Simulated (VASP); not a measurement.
Write the native input for VASP 6.6.1 that does the following.

* Task: single point
* Functional: PBEsol
* Potentials or basis: VASP PAW PBE potentials, release 64 (Mo_sv)
* Cutoff: 500 eV
* k mesh: 8 × 8 × 8
* Occupations: gaussian, width 0.1 eV
* Spin: no spin polarisation
* Dipole correction: no
* Further INCAR settings: ALGO = Normal; EDIFF = 1e-06; NBANDS = 13

The structure of Mo lies in POSCAR:

```
Mo
1.0
   -1.5710000000      1.5710000000      1.5710000000
    1.5710000000     -1.5710000000      1.5710000000
    1.5710000000      1.5710000000     -1.5710000000
Mo
1
Direct
    0.0000000000      0.0000000000      0.0000000000
```

One way to write it, as run:

INCAR

```
PREC = Accurate ; ENCUT = 500
EDIFF = 1E-6 ; ISMEAR = 0
SIGMA = 0.1 ; LREAL = F
LASPH = T ; NELM = 120
ALGO = Normal ; ISIF = 2
LWAVE = F ; LCHARG = F
GGA = PS ; NBANDS = 13
GGA_COMPAT = F
```

KPOINTS

```
regular mesh
0
Gamma
  8 8 8
```

Potentials or basis: VASP PAW PBE potentials, release 64 (Mo_sv).

The run is started by

```bash
$ cat potpaw_PBE.64/Mo_sv/POTCAR > POTCAR
$ mpirun -np 1 vasp_std > vasp.out
```

It gave:

| Property | Result |
| --- | --- |
| Pressure | -2.1 GPa |
| Band gap on the k mesh | zero (bands 7 and 8 overlap by 5.44 eV) |

Caveat: the PAW data sets were made with another functional, which shifts forces and pressure a little.

It took 10 s on 1 thread of Intel Xeon 8259CL, with other jobs on the host, peak memory 0.13 GiB.
